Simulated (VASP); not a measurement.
# Ni (Fm-3m) in VASP: notebook

The runs below take Ni through single point, with r2SCAN.

Program: VASP 6.6.1. These are calculated values, not measurements. Logs are shortened: lines on timing, memory, paths and dates and some standing lists are left out, and cuts for length are marked.

## Step 1: The cell of the first run

The structure is cubic, space group Fm-3m (No. 225). Conventional cell: a = 3.534 Å, b = 3.534 Å, c = 3.534 Å, α = 90.00°, β = 90.00°, γ = 90.00°. Within 3.3 Å of Ni (site symmetry m-3m) lie 12 Ni at 2.50 Å.

## Step 2: Single point, r2SCAN, collinear spin, ferromagnetic start

File POSCAR:

```
Ni
1.0
    0.0000000000      1.7669000000      1.7669000000
    1.7669000000      0.0000000000      1.7669000000
    1.7669000000      1.7669000000      0.0000000000
Ni
1
Direct
    0.0000000000      0.0000000000      0.0000000000
```

File INCAR.step1:

```
ALGO = Normal
EDIFF = 1E-4
ENCUT = 520
GGA = PE
ISMEAR = 1
ISPIN = 2
LASPH = True
LCHARG = False
LMAXMIX = 4
LREAL = False
LWAVE = True
MAGMOM = 2
NBANDS = 15
NELM = 150
PREC = Accurate
SIGMA = 0.15
```

File INCAR.step2:

```
ALGO = Normal
EDIFF = 1E-6
ENCUT = 520
ISIF = 2
ISMEAR = 1
ISPIN = 2
ISTART = 1
LASPH = True
LCHARG = False
LMAXMIX = 4
LMIXTAU = True
LORBIT = 11
LREAL = False
LWAVE = False
MAGMOM = 2
METAGGA = R2SCAN
NBANDS = 15
NELM = 150
PREC = Accurate
SIGMA = 0.15
```

File KPOINTS:

```
k-points
0
Gamma
  14 14 14
```

Potentials or basis: VASP PAW PBE potentials, release 64 (Ni).

On the command line:

```bash
$ cat potpaw_PBE.64/Ni/POTCAR > POTCAR
$ cp INCAR.step1 INCAR
$ mpirun -np 1 vasp_std > vasp.out
$ cp INCAR.step2 INCAR
$ mpirun -np 1 vasp_std > vasp.out
```

OUTCAR:

```text
EDIFF = 1E-6
   ENCUT = 520
   ISIF = 2
   ISMEAR = 1
   ISPIN = 2
   ISTART = 1
   LASPH = True
   LORBIT = 11
   LREAL = False
   METAGGA = R2SCAN
   NELM = 150
   PREC = Accurate

 ion  position               nearest neighbor table
   1  0.000  0.000  0.000-

  LATTYP: Found a face centered cubic cell.
 ALAT       =     3.5338000000

  Lattice vectors:

 A1 = (   0.0000000000,   1.7669000000,   1.7669000000)
 A2 = (   1.7669000000,   0.0000000000,   1.7669000000)
 A3 = (   1.7669000000,   1.7669000000,   0.0000000000)

Analysis of symmetry for initial positions (statically):
=====================================================================
 Subroutine PRICEL returns:
 Original cell was already a primitive cell.

 Routine SETGRP: Setting up the symmetry group for a
 face centered cubic supercell.

 Subroutine GETGRP returns: Found 48 space group operations
 (whereof 48 operations were pure point group operations)
 out of a pool of 48 trial point group operations.

The static configuration has the point symmetry O_h .

Analysis of symmetry for dynamics (positions and initial velocities):
=====================================================================
 Subroutine PRICEL returns:
 Original cell was already a primitive cell.

 Routine SETGRP: Setting up the symmetry group for a
 face centered cubic supercell.

 Subroutine GETGRP returns: Found 48 space group operations
 (whereof 48 operations were pure point group operations)
 out of a pool of 48 trial point group operations.

The dynamic configuration has the point symmetry O_h .

Analysis of structural, dynamic, and magnetic symmetry:
=====================================================================
 Subroutine PRICEL returns:
 Original cell was already a primitive cell.

 Routine SETGRP: Setting up the symmetry group for a
 face centered cubic supercell.

 Subroutine GETGRP returns: Found 48 space group operations
 (whereof 48 operations were pure point group operations)
 out of a pool of 48 trial point group operations.

The overall configuration has the point symmetry O_h .

 Subroutine INISYM returns: Found 48 space group operations
 (whereof 48 operations are pure point group operations),
 and found     1 'primitive' translations

----------------------------------------------------------------------------------------

                                     Primitive cell

  volume of cell :      11.0323

  direct lattice vectors                    reciprocal lattice vectors
     0.000000000  1.766900000  1.766900000    -0.282981493  0.282981493  0.282981493
     1.766900000  0.000000000  1.766900000     0.282981493 -0.282981493  0.282981493
     1.766900000  1.766900000  0.000000000     0.282981493  0.282981493 -0.282981493

[... 117 lines left out ...]
   NGX =  9   NGY =  9   NGZ =  9

 number of electron      10.0000010 magnetization       0.7534261

 Free energy of the ion-electron system (eV)
  ---------------------------------------------------
  ext. energy  EPLUGINS =         0.00000000
  ---------------------------------------------------
  free energy    TOTEN  =       -11.92891602 eV

  energy without entropy =      -11.92891219  energy(sigma->0) =      -11.92891475

 E-fermi :   9.1489     XC(G=0): -14.2927

 val. band max:        9.0984440692   @ k =   0.3571   0.1429   0.0000
 cond. band min:       9.1610841825   @ k =   0.3571   0.1429   0.0714
 fundamental gap:      0.0626401133
 Fermi energy:         9.1488936472

 spin component 1

 k-point     1 :       0.0000    0.0000    0.0000
  band No.  band energies     occupation
      1      -0.1755      1.00000
      2       6.1875      1.00000
      3       6.1875      1.00000
      4       6.1875      1.00000
      5       7.4662      1.00000
      6       7.4662      1.00000
      7      33.5459      0.00000
      8      37.5796      0.00000
      9      37.5796      0.00000
     10      37.5799      0.00000
     11      40.1466      0.00000
     12      40.1466      0.00000
     13      40.1467      0.00000
     14      43.6532      0.00000
[... 403 lines left out ...]
      4       6.7010      1.00000
      5       7.3852      1.00000
      6       7.7658      1.00000
      7      24.9225      0.00000
      8      30.6807      0.00000
      9      31.3779      0.00000
     10      34.1311      0.00000
     11      39.4079      0.00000
     12      43.4911      0.00000
     13      45.5407      0.00000
     14      47.6507      0.00000
     15      51.1519      0.00000

 [... further k-points ...]

 spin component 2

 k-point     1 :       0.0000    0.0000    0.0000
  band No.  band energies     occupation
      1      -0.4430      1.00000
      2       7.5785      1.00000
      3       7.5785      1.00000
      4       7.5785      1.00000
      5       8.2393      1.00000
      6       8.2393      1.00000
      7      33.2690      0.00000
      8      37.6906      0.00000
      9      37.6907      0.00000
     10      37.6907      0.00000
     11      40.4591      0.00000
     12      40.4591      0.00000
     13      40.4591      0.00000
     14      43.7252      0.00000
[... 403 lines left out ...]
      4       7.9254      1.00000
      5       8.5452      1.00000
      6       8.7671      1.00094
      7      25.1268      0.00000
      8      30.8933      0.00000
      9      31.3763      0.00000
     10      34.3124      0.00000
     11      39.7493      0.00000
     12      43.6529      0.00000
     13      45.7644      0.00000
     14      47.9660      0.00000
     15      52.5433      0.00000

 [... further k-points ...]
[... 5 lines left out ...]
  --------------------------------------------------------------------------------------
  -------------------------------------------------------------------------------------
  Total       -0.6017209     -0.6017209     -0.6017209      0.0000000      0.0000000      0.0000000
  in kB      -87.3855861    -87.3855861    -87.3855861      0.0000000      0.0000000      0.0000000
  external PRESSURE =     -87.3855861 kB  Pullay stress =       0.0000000 kB

 VOLUME and BASIS-vectors are now :
 -----------------------------------------------------------------------------
  energy-cutoff  :      520.00
  volume of cell :       11.03
      direct lattice vectors                 reciprocal lattice vectors
     0.000000000  1.766900000  1.766900000    -0.282981493  0.282981493  0.282981493
     1.766900000  0.000000000  1.766900000     0.282981493 -0.282981493  0.282981493
     1.766900000  1.766900000  0.000000000     0.282981493  0.282981493 -0.282981493

 POSITION                                       TOTAL-FORCE (eV/Angst)
 -----------------------------------------------------------------------------------
      0.00000      0.00000      0.00000         0.000000      0.000000      0.000000
 -----------------------------------------------------------------------------------
    total drift:                                0.000000     -0.000000     -0.000000

  FREE ENERGIE OF THE ION-ELECTRON SYSTEM (eV)
  ---------------------------------------------------
  free  energy   TOTEN  =       -11.9289160233 eV

  energy  without entropy=      -11.9289121927  energy(sigma->0) =      -11.92891475

 total charge

# of ion       s       p       d       tot
------------------------------------------
    1        0.509   0.507   8.304   9.320

 magnetization (x)

# of ion       s       p       d       tot
------------------------------------------
    1       -0.009  -0.044   0.833   0.780
```

OUTCAR.step1:

```text
EDIFF = 1E-4
   ENCUT = 520
   GGA = PE
   ISMEAR = 1
   ISPIN = 2
[... 1100 lines left out ...]

 POSITION                                       TOTAL-FORCE (eV/Angst)
 -----------------------------------------------------------------------------------
      0.00000      0.00000      0.00000         0.000000      0.000000      0.000000
 -----------------------------------------------------------------------------------
    total drift:                                0.000000      0.000000      0.000000

  FREE ENERGIE OF THE ION-ELECTRON SYSTEM (eV)
  ---------------------------------------------------
  free  energy   TOTEN  =        -5.4656177638 eV

  energy  without entropy=       -5.4639270139  energy(sigma->0) =       -5.46505418
```

Run time: 76 s. Hardware: 1 thread of Intel Xeon 6975P-C (Granite Rapids), shared host; peak memory 0.15 GiB.

What came out:

| Property | Result |
| --- | --- |
| Free energy | -11.9289 eV |
| Pressure | -8.7 GPa |
| Net moment | 0.75 μB per cell |
| Site moments | Ni +0.78 μB |
| Valence electrons inside the program's atomic spheres | Ni 9.32 |

Levels at points of the mesh, in eV from the Fermi level:
Spin up:
| k point | band 2 | band 3 | band 4 | band 5 | band 6 | band 7 | band 8 | band 9 |
| --- | --- | --- | --- | --- | --- | --- | --- | --- |
| (0.00, 0.00, 0.00) | -2.96 | -2.96 | -2.96 | -1.68 | -1.68 | 24.40 | 28.43 | 28.43 |
| (0.50, 0.00, 0.00) | -2.87 | -2.87 | -1.12 | -1.12 | -0.39 | 5.50 | 22.85 | 25.35 |
| (0.50, 0.50, 0.00) | -4.68 | -1.05 | -1.05 | -0.99 | 2.45 | 9.19 | 15.25 | 15.25 |
Spin down:
```
           k point  band 1  band 2  band 3  band 4  band 5  band 6  band 7  band 8
(0.00, 0.00, 0.00)   -9.59   -1.57   -1.57   -1.57   -0.91   -0.91   24.12   28.54
(0.50, 0.00, 0.00)   -4.54   -1.92   -1.92   -0.63    0.17    0.17    6.22   22.73
(0.50, 0.50, 0.00)   -4.58   -3.60   -0.18    0.54    0.54    2.19    9.54   15.30
```

Caveat: the PAW data sets were made with another functional, which shifts forces and pressure a little.

## Step 3: Single point, r2SCAN, collinear spin, ferromagnetic start

POSCAR is that of step 2.

File INCAR.step1:

```
  PREC = Accurate
  ENCUT = 520
  ISMEAR = -1
  SIGMA = 0.1
  LREAL = False
  LASPH = True
  NELM = 150
  ISPIN = 2
  MAGMOM = 2
  LMAXMIX = 4
  NBANDS = 15
  GGA = PE
  ALGO = Normal
  EDIFF = 1E-4
  LWAVE = True
  LCHARG = False
```

File INCAR.step2:

```
  PREC = Accurate
  ENCUT = 520
  EDIFF = 1E-6
  ISMEAR = -1
  SIGMA = 0.1
  LREAL = False
  LASPH = True
  NELM = 150
  ALGO = Normal
  ISIF = 2
  LWAVE = False
  LCHARG = False
  ISPIN = 2
  MAGMOM = 2
  LORBIT = 11
  LMAXMIX = 4
  METAGGA = R2SCAN
  LMIXTAU = True
  NBANDS = 15
  ISTART = 1
```

File KPOINTS:

```
regular mesh
0
Gamma
  14 14 14
```

Potentials or basis: VASP PAW PBE potentials, release 64 (Ni).

On the command line:

```bash
$ cat potpaw_PBE.64/Ni/POTCAR > POTCAR
$ cp INCAR.step1 INCAR
$ mpirun -np 1 vasp_std > vasp.out
$ cp INCAR.step2 INCAR
$ mpirun -np 1 vasp_std > vasp.out
```

It took 72 s on 1 thread of Intel Xeon 6975P-C (Granite Rapids), shared host; peak memory 0.15 GiB.

The run converged. Its results:

| Item | Value |
| --- | --- |
| Free energy | -11.9509 eV |
| Pressure | -8.5 GPa |
| Net moment | 0.74 μB per cell |
| Site moments | Ni +0.77 μB |
| Valence electrons inside the program's atomic spheres | Ni 9.32 |

Levels at points of the mesh, in eV from the Fermi level:
Spin up:
| k point | band 3 | band 4 | band 5 | band 6 | band 7 | band 8 |
| --- | --- | --- | --- | --- | --- | --- |
| (0.00, 0.00, 0.00) | -2.91 | -2.91 | -1.65 | -1.65 | 24.42 | 28.46 |
| (0.50, 0.00, 0.00) | -2.83 | -1.07 | -1.07 | -0.37 | 5.54 | 22.88 |
| (0.50, 0.50, 0.00) | -1.00 | -1.00 | -0.95 | 2.48 | 9.22 | 15.28 |
Spin down:
```csv
k point,band 1,band 2,band 3,band 4,band 5,band 6,band 7,band 8
"(0.00, 0.00, 0.00)",-9.56,-1.55,-1.55,-1.55,-0.87,-0.87,24.15,28.57
"(0.50, 0.00, 0.00)",-4.51,-1.89,-1.89,-0.60,0.19,0.20,6.24,22.75
"(0.50, 0.50, 0.00)",-4.54,-3.58,-0.14,0.56,0.56,2.22,9.57,15.33
```

Caveat: the PAW data sets were made with another functional, which shifts forces and pressure a little.

## Step 4: Single point, r2SCAN, collinear spin, ferromagnetic start

POSCAR is that of step 3.

File INCAR.step1:

```
PREC     = Accurate       # precision mode
ENCUT    = 520            # plane-wave cutoff, eV
ISMEAR   = -1             # smearing method
SIGMA    = 5E-4           # smearing width, eV
LREAL    = False          # projectors in reciprocal space
LASPH    = True           # aspherical terms in the spheres
NELM     = 150            # most SCF steps
ISPIN    = 2              # spin polarisation
MAGMOM   = 2              # initial moments
LMAXMIX  = 4              # l up to which the mixer works
NBANDS   = 15             # bands
GGA      = PE             # functional
ALGO     = Normal         # electronic algorithm
EDIFF    = 1E-4           # SCF threshold, eV
LWAVE    = True           # write WAVECAR
LCHARG   = False          # write CHGCAR
```

File INCAR.step2:

```
PREC     = Accurate       # precision mode
ENCUT    = 520            # plane-wave cutoff, eV
EDIFF    = 1E-6           # SCF threshold, eV
ISMEAR   = -1             # smearing method
SIGMA    = 5E-4           # smearing width, eV
LREAL    = False          # projectors in reciprocal space
LASPH    = True           # aspherical terms in the spheres
NELM     = 150            # most SCF steps
ALGO     = Normal         # electronic algorithm
ISIF     = 2              # what is computed and relaxed
LWAVE    = False          # write WAVECAR
LCHARG   = False          # write CHGCAR
ISPIN    = 2              # spin polarisation
MAGMOM   = 2              # initial moments
LORBIT   = 11             # projections on sites
LMAXMIX  = 4              # l up to which the mixer works
METAGGA  = R2SCAN         # meta-GGA
LMIXTAU  = True         
NBANDS   = 15             # bands
ISTART   = 1
```

File KPOINTS:

```
Automatic mesh
0
Gamma
  14 14 14
```

On the command line:

```bash
$ cat potpaw_PBE.64/Ni/POTCAR > POTCAR
$ cp INCAR.step1 INCAR
$ mpirun -np 1 vasp_std > vasp.out
$ cp INCAR.step2 INCAR
$ mpirun -np 1 vasp_std > vasp.out
```

Run time: 73 s. Hardware: 1 thread of Intel Xeon 6975P-C (Granite Rapids), shared host; peak memory 0.15 GiB.

It converged, with:

```yaml
Free_energy: -11.9288 eV
Pressure: -8.7 GPa
Net_moment: 0.75 μB per cell
Site_moments: Ni +0.78 μB
Valence_electrons_inside_the_program's_atomic_spheres: Ni 9.32
```

Levels at points of the mesh, in eV from the Fermi level:
Spin up:
```tsv
k point	band 1	band 2	band 3	band 4	band 5	band 6	band 7	band 8	band 9	band 10
(0.00, 0.00, 0.00)	-9.35	-2.99	-2.99	-2.99	-1.71	-1.71	24.37	28.40	28.40	28.40
(0.50, 0.00, 0.00)	-5.27	-2.90	-2.90	-1.14	-1.14	-0.42	5.47	22.82	25.33	25.33
(0.50, 0.50, 0.00)	-5.03	-4.71	-1.08	-1.08	-1.01	2.42	9.17	15.22	15.22	19.83
```
Spin down:
| k point | band 2 | band 3 | band 4 | band 5 | band 6 | band 7 |
| --- | --- | --- | --- | --- | --- | --- |
| (0.00, 0.00, 0.00) | -1.60 | -1.60 | -1.60 | -0.94 | -0.94 | 24.09 |
| (0.50, 0.00, 0.00) | -1.96 | -1.96 | -0.66 | 0.14 | 0.14 | 6.19 |
| (0.50, 0.50, 0.00) | -3.62 | -0.21 | 0.52 | 0.52 | 2.16 | 9.51 |

Caveat: the PAW data sets were made with another functional, which shifts forces and pressure a little.

## Step 5: Overview

| smearing | gap on the mesh (eV) | pressure (GPa) | moment (μB) |
| --- | --- | --- | --- |
| methfessel-paxton 0.15 eV | none | -8.7 | 0.75 |
| fermi-dirac 0.1 eV | none | -8.5 | 0.74 |
| fermi-dirac 0.0005 eV | none | -8.7 | 0.75 |

Alike in all rows: task single point; level r2SCAN; potentials or basis VASP PAW PBE potentials, release 64 (Ni); spin collinear, ferromagnetic start; cell as given; k mesh 14 × 14 × 14; cutoff (eV) 520.

Every run on the cell as given and a fine mesh finds a metal.

Caveats: the PAW data sets were made with another functional, which shifts forces and pressure a little.

Absolute energies hang on the potentials; compare differences alone.
